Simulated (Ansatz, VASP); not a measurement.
## Al2Cu: VASP beside Ansatz

```
Al Cu
1.0
    -2.99804    2.99804    2.40512
     2.99804   -2.99804    2.40512
     2.99804    2.99804   -2.40512
Al Cu
4 2
Direct
  0.34064 0.15936 0.50000
  0.15936 0.65936 0.81873
  0.84064 0.34064 0.18127
  0.65936 0.84064 0.50000
  0.75000 0.75000 0.00000
  0.25000 0.25000 0.00000
```

Alike in both runs: functional r2SCAN; k mesh 10 × 10 × 10; occupations fermi-dirac, width 0.15 eV; no spin polarisation.

Ansatz relaxed the structure, and its values are those at the end. VASP's run is a single point on that final structure, the one shown.

|  | VASP | Ansatz |
| --- | --- | --- |
| version | VASP 6.6.1 | Ansatz 0.2.0 |
| potentials or method | VASP PAW PBE potentials, release 64 (Al, Cu), cutoff 520 eV | scalar-relativistic, plane waves, PAW |
| valence electrons in the cell | 34 | 50 |

|  | VASP | Ansatz | Ansatz less VASP |
| --- | --- | --- | --- |
| gap on the k mesh at the Fermi level (eV) | none | none | - |
| pressure (GPa) | -0.2 | 0.0 | +0.16 |

VASP's potentials were made for PBE, not for r2SCAN. A gap of «none» marks a metal or a gap that the smearing closes. VASP's potentials hold 34 valence electrons a cell and Ansatz's 50, so a difference there can come from the potentials and not from the codes.
